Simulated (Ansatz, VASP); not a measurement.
BaS in VASP and in Ansatz

```
Ba S
1.0
     6.43413    0.00000    0.00000
     0.00000    3.21519    3.21527
     0.00000   -3.21519    3.21527
Ba S
2 2
Direct
  0.75000 0.49986 0.00017
  0.25000 0.00017 0.49986
  0.25000 0.49985 0.00012
  0.75000 0.00012 0.49985
```

Alike in both runs: functional PBE; k mesh 4 × 4 × 4; occupations gaussian, width 0.1 eV; no spin polarisation.

Ansatz relaxed the structure, and its values are those at the end. VASP's run is a single point on that final structure, the one shown.

|  | VASP | Ansatz |
| --- | --- | --- |
| version | VASP 6.6.1 | Ansatz 0.2.0 |
| potentials or method | VASP PAW PBE potentials, release 64 (Ba_sv, S), cutoff 520 eV | scalar-relativistic, plane waves, PAW |
| valence electrons in the cell | 32 | 32 |

VASP gave:

```
gap on the k mesh at the Fermi level (eV) : 2.14
least direct gap on the mesh (eV)         : 2.14
pressure (GPa)                            : 0.5
```

Problem. What did Ansatz give for the same quantities?

Solution. gap on the k mesh at the Fermi level (eV): 2.23; least direct gap on the mesh (eV): 2.23; pressure (GPa): 0.0.

The functional is the same, so the differences come from potentials, cutoffs and numerics.

Spin-orbit coupling is off throughout.
